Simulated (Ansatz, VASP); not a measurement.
## One calculation of CdS, two programs

```
Cd S
1.0
     4.12453    0.00000    0.00000
    -2.06227    3.57195    0.00000
     0.00000    0.00000    6.70921
Cd S
2 2
Direct
  0.33333 0.66667 0.98168
  0.66667 0.33333 0.48168
  0.33333 0.66667 0.39532
  0.66667 0.33333 0.89532
```

Change from the starting cell: polar distortion scaled by 0.70.

Alike in both runs: task single point; functional r2SCAN; k mesh 9 × 9 × 4; no spin polarisation.

```csv
,VASP,Ansatz
version,VASP 6.6.1,Ansatz 0.2.0
potentials or method,"VASP PAW PBE potentials, release 64 (Cd, S), cutoff 520 eV","scalar-relativistic, plane waves, PAW"
occupations,"gaussian, width 0.01 eV",fixed
valence electrons in the cell,36,52
```

```csv
,VASP,Ansatz,Ansatz less VASP
gap on the k mesh at the Fermi level (eV),1.79,1.79,-0.002
least direct gap on the mesh (eV),1.79,1.79,-0.002
pressure (GPa),3.3,2.9,-0.38
"traceless stress, the component that is largest in VASP (GPa)",-4.95,-4.80,+0.154
rms of the force components (eV/Å),0.406,0.396,-0.0101
```

VASP's potentials were made for PBE, not for r2SCAN. Atom by atom the forces differ by 0.010 eV/Å (rms over components). VASP's potentials hold 36 valence electrons a cell and Ansatz's 52, so a difference there can come from the potentials and not from the codes.
